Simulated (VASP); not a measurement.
Input of a VASP 6.6.1 run:

File INCAR:

```
PREC = Accurate
ENCUT = 520
EDIFF = 1E-7
ISMEAR = -1
SIGMA = 0.05
LREAL = F
LASPH = T
NELM = 150
ALGO = Normal
ISIF = 2
LWAVE = F
LCHARG = F
MAGMOM = 0 0 1
LORBIT = 11
LSORBIT = T
GGA_COMPAT = F
LORBMOM = T
LMAXMIX = 4
GGA = RE
NBANDS = 24
```

Contents of KPOINTS:

```
Automatic mesh
0
Gamma
  13 13 13
```

The input POSCAR:

```
Nb
1.0
   -1.6603275548      1.6603275548      1.6603275548
    1.6603275548     -1.6603275548      1.6603275548
    1.6603275548      1.6603275548     -1.6603275548
Nb
1
Direct
    0.0000000000      0.0000000000      0.0000000000
```

Potentials or basis: VASP PAW PBE potentials, release 64 (Nb_sv).

Command:

```bash
$ cat potpaw_PBE.64/Nb_sv/POTCAR > POTCAR
$ mpirun -np 1 vasp_ncl > vasp.out
```

(1) Estimate the pressure.

(2) What does it give for the net moment?

## Answers

(1) -0.3 GPa.

(2) 0.00 μB per cell.

Caveat: the PAW data sets were made with another functional, which shifts forces and pressure a little.
